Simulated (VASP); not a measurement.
# Ir2O3 (Pn-3m) in VASP: a series of runs, part 2 of 2

VASP 6.6.1.

### 3 Single point, PBE

This run uses another cell than the first one, of 11.55 Å³/atom.

INCAR reads:

```
SYSTEM = Ir2O3
PREC = Accurate
ENCUT = 520
EDIFF = 1E-6
ISMEAR = -1
SIGMA = 0.06122561905347299
LREAL = .FALSE.
LASPH = .TRUE.
NELM = 60
ALGO = Normal
ISIF = 2
LWAVE = .FALSE.
LCHARG = .FALSE.
GGA = PE
NBANDS = 47
```

KPOINTS reads:

```
regular mesh
0
G
  12 12 12
  0 0 0
```

POSCAR reads:

```
Ir2O3
1.0
    4.8703007794      0.0000000000      0.0000000000
    0.0000000000      4.8703007794      0.0000000000
    0.0000000000      0.0000000000      4.8703007794
Ir O
4 6
Direct
    0.2500000000      0.2500000000      0.2500000000
    0.7500000000      0.7500000000      0.2500000000
    0.7500000000      0.2500000000      0.7500000000
    0.2500000000      0.7500000000      0.7500000000
    0.5000000000      0.0000000000      0.0000000000
    0.0000000000      0.5000000000      0.0000000000
    0.0000000000      0.0000000000      0.5000000000
    0.5000000000      0.5000000000      0.0000000000
    0.5000000000      0.0000000000      0.5000000000
    0.0000000000      0.5000000000      0.5000000000
```

Potentials or basis: VASP PAW PBE potentials, release 64 (Ir, O).

On the command line:

```bash
cat potpaw_PBE.64/Ir/POTCAR potpaw_PBE.64/O/POTCAR > POTCAR
mpirun -np 1 vasp_std > vasp.out
```

OUTCAR:

```text
SYSTEM = Ir2O3
   PREC = Accurate
   ENCUT = 520
   EDIFF = 1E-6
   ISMEAR = -1
   LREAL = .FALSE.
   LASPH = .TRUE.
   NELM = 60
   ISIF = 2
   GGA = PE

 ion  position               nearest neighbor table
   1  0.250  0.250  0.250-   5 2.11   6 2.11   7 2.11   8 2.11   9 2.11  10 2.11
   2  0.750  0.750  0.250-   5 2.11   6 2.11   7 2.11   8 2.11   9 2.11  10 2.11
   3  0.750  0.250  0.750-   5 2.11   6 2.11   7 2.11   8 2.11   9 2.11  10 2.11
   4  0.250  0.750  0.750-   5 2.11   6 2.11   7 2.11   8 2.11   9 2.11  10 2.11
   5  0.500  0.000  0.000-   1 2.11   2 2.11   3 2.11   4 2.11
   6  0.000  0.500  0.000-   1 2.11   2 2.11   3 2.11   4 2.11
   7  0.000  0.000  0.500-   1 2.11   2 2.11   3 2.11   4 2.11
   8  0.500  0.500  0.000-   1 2.11   2 2.11   3 2.11   4 2.11
   9  0.500  0.000  0.500-   1 2.11   2 2.11   3 2.11   4 2.11
  10  0.000  0.500  0.500-   1 2.11   2 2.11   3 2.11   4 2.11

  LATTYP: Found a simple cubic cell.
 ALAT       =     4.8703007794

  Lattice vectors:

 A1 = (   4.8703007794,   0.0000000000,   0.0000000000)
 A2 = (   0.0000000000,   4.8703007794,   0.0000000000)
 A3 = (   0.0000000000,   0.0000000000,   4.8703007794)

Analysis of symmetry for initial positions (statically):
=====================================================================
 Subroutine PRICEL returns:
 Original cell was already a primitive cell.

 Routine SETGRP: Setting up the symmetry group for a
 simple cubic supercell.

 Subroutine GETGRP returns: Found 48 space group operations
 (whereof 24 operations were pure point group operations)
 out of a pool of 48 trial point group operations.

The static configuration has the point symmetry T_d .
 The point group associated with its full space group is O_h .

Analysis of symmetry for dynamics (positions and initial velocities):
=====================================================================
 Subroutine PRICEL returns:
 Original cell was already a primitive cell.

 Routine SETGRP: Setting up the symmetry group for a
 simple cubic supercell.

 Subroutine GETGRP returns: Found 48 space group operations
 (whereof 24 operations were pure point group operations)
 out of a pool of 48 trial point group operations.

The dynamic configuration has the point symmetry T_d .
 The point group associated with its full space group is O_h .

 Subroutine INISYM returns: Found 48 space group operations
 (whereof 24 operations are pure point group operations),
 and found     1 'primitive' translations

----------------------------------------------------------------------------------------

                                     Primitive cell

  volume of cell :     115.5227

  direct lattice vectors                    reciprocal lattice vectors
     4.870300779  0.000000000  0.000000000     0.205326128  0.000000000  0.000000000
     0.000000000  4.870300779  0.000000000     0.000000000  0.205326128  0.000000000
     0.000000000  0.000000000  4.870300779     0.000000000  0.000000000  0.205326128

  length of vectors
     4.870300779  4.870300779  4.870300779     0.205326128  0.205326128  0.205326128

  position of ions in fractional coordinates (direct lattice)
[... 57 lines left out ...]
  0.416667  0.000000  0.000000      6.000000
[... 16 lines left out ...]
  0.333333  0.333333  0.000000     12.000000
  0.416667  0.333333  0.000000     24.000000
 [... further k-points ...]
   k-points           NKPTS =     84   k-points in BZ     NKDIM =     84   number of bands    NBANDS=     47
   number of dos      NEDOS =    301   number of ions     NIONS =     10
   total plane-waves  NPLWV =  46656
   dimension x,y,z NGX =    36 NGY =   36 NGZ =   36
   dimension x,y,z NGXF=    72 NGYF=   72 NGZF=   72
   ions per type =               4   6
   NGX,Y,Z   is equivalent  to a cutoff of  12.29, 12.29, 12.29 a.u.
   NGXF,Y,Z  is equivalent  to a cutoff of  24.58, 24.58, 24.58 a.u.
 SYSTEM =  Ir2O3
   PREC   = accura    normal or accurate (medium, high low for compatibility)
   ISTART =      0    job   : 0-new  1-cont  2-samecut
   ICHARG =      2    charge: 1-file 2-atom 10-const
   ISPIN  =      1    spin polarized calculation?
   LNONCOLLINEAR =      F non collinear calculations
   LSORBIT =      F    spin-orbit coupling
   LASPH  =      T    aspherical Exc in radial PAW
   ENCUT  =  520.0 eV  38.22 Ry    6.18 a.u.   9.06  9.06  9.06*2*pi/ulx,y,z
   NELM   =     60;   NELMIN=  2; NELMDL= -5     # of ELM steps
   EDIFF  = 0.1E-05   stopping-criterion for ELM
   LREAL  =      F    real-space projection
   EDIFFG = 0.1E-04   stopping-criterion for IOM
   NSW    =      0    number of steps for IOM
   IBRION =     -1    ionic relax: 0-MD 1-quasi-New 2-CG
   NFREE  =      0    steps in history (QN), initial steepest desc. (CG)
   ISIF   =      2    stress and relaxation
   ISYM   =      2    0-nonsym 1-usesym 2-fastsym
   POTIM  = 0.5000    time-step for ionic-motion
   TEBEG  =    0.0;   TEEND  =   0.0 temperature during run
   PSTRESS=    0.0 pullay stress
   NELECT =      72.0000    total number of electrons
   NUPDOWN=      -1.0000    fix difference up-down
   EMIN   =  10.00;   EMAX   =-10.00  energy-range for DOS
   EFERMI =   0.00;   METHOD = LEGACY
   ISMEAR =    -1;   SIGMA  =   0.06  broadening in eV -4-tet -1-fermi 0-gaus
   EFERMI_NEDOS =   21; number of points for ismear=-14 and -15
   IALGO  =     38    algorithm
   IMIX   =      4    mixing-type and parameters
     AMIX     =   0.40;   BMIX     =  1.00
     AMIX_MAG =   1.60;   BMIX_MAG =  1.00
  volume/ion in A,a.u.               =      11.55        77.96
  Fermi-wavevector in a.u.,A,eV,Ry     =   1.398395  2.642583 26.606312  1.955509
  Thomas-Fermi vector in A             =   2.521557
   LORBIT       =      0    0 simple, 1 ext, 2 COOP (PROOUT), +10 PAW based schemes
   GGA     = PE    functional components
   LHFCALC =     F    Hartree Fock is set to
   AEXX    =    0.0000 exact exchange contribution
   IVDW    =     0    specifies the selected vdW correction
   LEPSILON=     F    determine dielectric tensor
   LRPA    =     F    only Hartree local field effects (RPA)
 non-spin polarized calculation
  energy-cutoff  :      520.00
  volume of cell :      115.52
 maximum number of plane-waves:      3136
   NGX = 19   NGY = 19   NGZ = 19

 number of electron      71.9999945 magnetization

 Free energy of the ion-electron system (eV)
  ---------------------------------------------------
  ext. energy  EPLUGINS =         0.00000000
  ---------------------------------------------------
  free energy    TOTEN  =       -68.46162793 eV

  energy without entropy =      -68.44247531  energy(sigma->0) =      -68.45205162

 E-fermi :   6.3635     XC(G=0): -12.0643

 val. band max:        6.3576288989   @ k =   0.0833   0.0000   0.0000
 cond. band min:       6.4034396337   @ k =   0.1667   0.0000   0.0000
 fundamental gap:      0.0458107348
 Fermi energy:         6.3634864948

 k-point     1 :       0.0000    0.0000    0.0000
  band No.  band energies     occupation
      1     -15.1930      2.00000
      2     -13.7037      2.00000
      3     -13.7037      2.00000
      4     -13.4060      2.00000
      5     -13.4060      2.00000
      6     -12.3346      2.00000
[... 1189 lines left out ...]
     46      11.8283      0.00000
     47      13.1365      0.00000

 [... further k-points ...]

------------------------ aborting loop because EDIFF is reached ----------------------------------------

  FORCE on cell =-STRESS in cart. coord.  units (eV):
  Direction    XX          YY          ZZ          XY          YZ          ZX
  --------------------------------------------------------------------------------------
  -------------------------------------------------------------------------------------
  Total       -5.7856636     -5.7856636     -5.7856636      0.0000000      0.0000000      0.0000000
  in kB      -80.2410150    -80.2410150    -80.2410150      0.0000000      0.0000000      0.0000000
  external PRESSURE =     -80.2410150 kB  Pullay stress =       0.0000000 kB

 VOLUME and BASIS-vectors are now :
 -----------------------------------------------------------------------------
  energy-cutoff  :      520.00
  volume of cell :      115.52
      direct lattice vectors                 reciprocal lattice vectors
     4.870300779  0.000000000  0.000000000     0.205326128  0.000000000  0.000000000
     0.000000000  4.870300779  0.000000000     0.000000000  0.205326128  0.000000000
     0.000000000  0.000000000  4.870300779     0.000000000  0.000000000  0.205326128

 POSITION                                       TOTAL-FORCE (eV/Angst)
 -----------------------------------------------------------------------------------
      1.21758      1.21758      1.21758        -0.000000      0.000000      0.000000
      3.65273      3.65273      1.21758         0.000000     -0.000000     -0.000000
      3.65273      1.21758      3.65273        -0.000000     -0.000000      0.000000
      1.21758      3.65273      3.65273         0.000000      0.000000      0.000000
      2.43515      0.00000      0.00000        -0.000000      0.000000     -0.000000
      0.00000      2.43515      0.00000        -0.000000      0.000000     -0.000000
      0.00000      0.00000      2.43515        -0.000000     -0.000000     -0.000000
      2.43515      2.43515      0.00000        -0.000000      0.000000     -0.000000
      2.43515      0.00000      2.43515        -0.000000      0.000000      0.000000
      0.00000      2.43515      2.43515        -0.000000      0.000000      0.000000
 -----------------------------------------------------------------------------------
    total drift:                               -0.000000      0.000000     -0.000000

  FREE ENERGIE OF THE ION-ELECTRON SYSTEM (eV)
  ---------------------------------------------------
  free  energy   TOTEN  =       -68.4616279287 eV

  energy  without entropy=      -68.4424753078  energy(sigma->0) =      -68.45205162
```

Run time: 2.6 min. Hardware: 1 thread of Intel Xeon 6975P-C (Granite Rapids), shared host; peak memory 0.43 GiB.

What came out:

| Quantity | Value |
| --- | --- |
| Free energy | -68.4616 eV |
| Pressure | -8.0 GPa |

Caveat: the cell stands under tension; spin-orbit coupling is left out, which moves the levels of the heavy elements.

### 4 Single point, PBE

This run uses another cell than the first one, of 11.55 Å³/atom.

INCAR reads:

```
ALGO     = Normal         # electronic algorithm
EDIFF    = 1E-7           # SCF threshold, eV
ENCUT    = 520            # plane-wave cutoff, eV
GGA      = PE             # functional
ISIF     = 2              # what is computed and relaxed
ISMEAR   = -1             # smearing method
LASPH    = True           # aspherical terms in the spheres
LCHARG   = False          # write CHGCAR
LREAL    = False          # projectors in reciprocal space
LWAVE    = False          # write WAVECAR
NBANDS   = 47             # bands
NELM     = 80             # most SCF steps
PREC     = Accurate       # precision mode
SIGMA    = 0.06122561905347299 # smearing width, eV
```

KPOINTS reads:

```
k-points
0
Gamma
  12 12 12
```

POSCAR is that of step 3.

On the command line:

```bash
cat potpaw_PBE.64/Ir/POTCAR potpaw_PBE.64/O/POTCAR > POTCAR
mpirun -np 1 vasp_std > vasp.out
```

It took 3 min on 1 thread of Intel Xeon 6975P-C (Granite Rapids), shared host; peak memory 0.44 GiB.

The run converged. Its results:

| Item | Value |
| --- | --- |
| Free energy | -68.4616 eV |
| Pressure | -8.0 GPa |

Levels at points of the mesh, in eV from the Fermi level:
```
           k point  band 33  band 34  band 35  band 36  band 37  band 38  band 39  band 40
(0.00, 0.00, 0.00)    -1.34    -0.12    -0.12    -0.12    -0.02    -0.02     1.84     1.84
(0.50, 0.00, 0.00)    -0.87    -0.87    -0.27    -0.27     0.60     0.60     1.73     1.73
(0.50, 0.50, 0.00)    -0.74    -0.74    -0.57    -0.57     1.17     1.17     1.40     1.40
(0.50, 0.50, 0.50)    -1.63    -0.45    -0.45    -0.45     0.07     0.07     0.07     2.85
```

Caveat: the cell stands under tension; spin-orbit coupling is left out, which moves the levels of the heavy elements.
